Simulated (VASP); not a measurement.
## HC2: single point with PBEsol

The system is HC2, a slab with vacuum.

```
C H
1.0
     1.77690   -1.77690    0.00000
     0.00000    0.00000    3.55380
   -13.62551  -13.62551    0.00000
C H
8 4
Direct
  0.99573 0.99339 0.40348
  0.99574 0.25374 0.59653
  0.99575 0.99792 0.53273
  0.99572 0.24927 0.46728
  0.49574 0.49329 0.59654
  0.49576 0.74920 0.53272
  0.49569 0.49794 0.46726
  0.49573 0.75380 0.40345
  0.99573 0.16463 0.35569
  0.99578 0.08273 0.64436
  0.49570 0.66426 0.64437
  0.49570 0.58307 0.35558
```

- Program: VASP 6.6.1
- Task: single point
- Functional: PBEsol
- Potentials or basis: VASP PAW PBE potentials, release 64 (C, H)
- Cutoff: 520 eV
- k mesh: 6 × 4 × 1
- Occupations: fermi-dirac, width 0.05 eV
- Spin: no spin polarisation
- Dipole correction: no
- Further INCAR settings: ALGO = Normal; EDIFF = 1e-06; NBANDS = 30

```json
{
 "Largest force": "0.037 eV/Å",
 "Band gap on the k mesh": "2.35 eV, direct"
}
```

Forces in eV/Å, atoms in the order of the input:
```
C    0.007  0.006  0.003
C   -0.006 -0.007 -0.001
C    0.001  0.001  0.001
C    0.003  0.006 -0.011
C    0.000  0.000  0.004
C   -0.006 -0.003  0.001
C    0.002 -0.003  0.001
C    0.000  0.001  0.006
H    0.024  0.024  0.015
H   -0.023 -0.023 -0.017
H   -0.021 -0.022  0.018
H    0.019  0.019 -0.019
```

Levels at points of the mesh, in eV from the valence-band top:
```tsv
k point	band 14	band 15	band 16	band 17	band 18	band 19	band 20	band 21	band 22	band 23
(0.00, 0.00, 0.00)	-3.65	-1.61	-1.33	-0.54	0.00	2.35	2.76	3.96	4.66	5.79
(0.50, 0.00, 0.00)	-5.64	-5.63	-5.63	-3.62	-3.62	5.88	5.88	6.09	6.09	7.47
(0.00, 0.50, 0.00)	-3.00	-2.60	-2.60	-2.01	-2.01	4.69	4.69	5.47	5.47	6.73
(0.50, 0.50, 0.00)	-5.58	-3.70	-3.70	-3.07	-3.06	7.08	7.08	7.23	7.23	9.42
```

Wall time 75 s on 1 thread of Intel(R) Xeon(R) Platinum 8488C (Sapphire Rapids) (shared host), peak memory 0.27 GiB.

Caveat: the k points lie up to 0.44 Å⁻¹ apart; the PAW data sets were made with another functional, which shifts forces and pressure a little.
